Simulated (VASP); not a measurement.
Crystal: BN.

```
B N
1.0
     2.54395    0.00000    0.00000
    -1.27198    2.20313    0.00000
     0.00000    0.00000    4.20782
B N
2 2
Direct
  0.33333 0.66667 0.00020
  0.66667 0.33333 0.50020
  0.33333 0.66667 0.37480
  0.66667 0.33333 0.87480
```

Program: VASP 6.6.1. Alike in all runs: task single point; potentials or basis VASP PAW PBE potentials, release 64 (B, N); no spin polarisation; cell as given; cutoff (eV) 520. Hardware: 1 thread of AMD EPYC 7R13 (shared host).

**Question.** Order these runs on this cell by their wall time, lowest first.
A. level PBE; k mesh 6 × 6 × 4; smearing gaussian 0.01 eV
B. level PBE; k mesh 12 × 12 × 6; smearing fermi-dirac 0.02 eV
C. level r2SCAN; k mesh 12 × 12 × 6; smearing gaussian 0.01 eV

**Answer.** A (14 s), B (38 s), C (210 s).

Caveats: some runs use coarse meshes.
